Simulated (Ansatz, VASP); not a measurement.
# One calculation of C, two programs

File INCAR:

```
PREC = Accurate
ENCUT = 520
EDIFF = 1E-7
ISMEAR = 0
SIGMA = 0.05
LREAL = F
LASPH = T
NELM = 60
ALGO = Normal
ISIF = 2
LWAVE = F
LCHARG = T
GGA = PE
LELF = T
LVHAR = T
NBANDS = 31
```

File KPOINTS:

```
regular mesh
0
Gamma
  10 10 3
```

POSCAR

```
C
1.0
   -2.5194924611      0.0000000000      0.0000000000
   -1.2597462306     -2.1819444760      0.0000000000
   -1.8894933712     -1.0908995065     10.3668212017
C
10
Direct
   -0.7036252980     -0.7036252980      0.8741755410
    0.3708452780      0.3708452780      0.7252244590
    0.0038980329      0.0038980329      0.1257456505
    0.4966219471      0.4966219471      0.4736543495
   -0.0706238717     -0.0706238717      0.2747993967
    0.5711438517      0.5711438517      0.3246006033
   -0.3953409353     -0.3953409353      0.9242768224
    0.0625609153      0.0625609153      0.6751231776
    0.3622728786      0.3622728786      0.0756592868
    0.1382471014      0.1382471014      0.5237407132
```

Input for Ansatz:

```yaml
crystal:
  lattice:
    - [-2.5194924611, 0.0, 0.0]
    - [-1.2597462306, -2.181944476, 0.0]
    - [-1.8894933712, -1.0908995065, 10.3668212017]
  atoms:
    - { symbol: C, position: [-0.703625298, -0.703625298, 0.874175541] }
    - { symbol: C, position: [0.370845278, 0.370845278, 0.725224459] }
    - { symbol: C, position: [0.0038980329, 0.0038980329, 0.1257456505] }
    - { symbol: C, position: [0.4966219471, 0.4966219471, 0.4736543495] }
    - { symbol: C, position: [-0.0706238717, -0.0706238717, 0.2747993967] }
    - { symbol: C, position: [0.5711438517, 0.5711438517, 0.3246006033] }
    - { symbol: C, position: [-0.3953409353, -0.3953409353, 0.9242768224] }
    - { symbol: C, position: [0.0625609153, 0.0625609153, 0.6751231776] }
    - { symbol: C, position: [0.3622728786, 0.3622728786, 0.0756592868] }
    - { symbol: C, position: [0.1382471014, 0.1382471014, 0.5237407132] }
basis:
  ecutwfc: 420
kpoints:
  mp_grid: { grid: [10, 10, 3] }
hamiltonian:
  xc: pbe
scf:
  occupations: { method: gaussian, width: 0.05 }
output:
  forces: true
  stress: true
  eigenvalues: true
```

Alike in both runs: task single point; functional PBE; k mesh 10 × 10 × 3; occupations gaussian, width 0.05 eV; no spin polarisation.

|  | VASP | Ansatz |
| --- | --- | --- |
| version | VASP 6.6.1 | Ansatz 0.2.0 |
| potentials or method | VASP PAW PBE potentials, release 64 (C), cutoff 520 eV | scalar-relativistic, plane waves, PAW |
| valence electrons in the cell | 40 | 40 |

```tsv
	VASP	Ansatz	Ansatz less VASP
gap on the k mesh at the Fermi level (eV)	1.98	1.99	+0.002
least direct gap on the mesh (eV)	4.61	4.61	+0.005
pressure (GPa)	1.4	0.7	-0.65
traceless stress, the component that is largest in VASP (GPa)	-23.89	-23.90	-0.008
rms of the force components (eV/Å)	1.140	1.143	+0.0026
```

Atom by atom the forces differ by 0.006 eV/Å (rms over components). With one functional, cell and mesh, what is left measures potentials, basis and numerics.
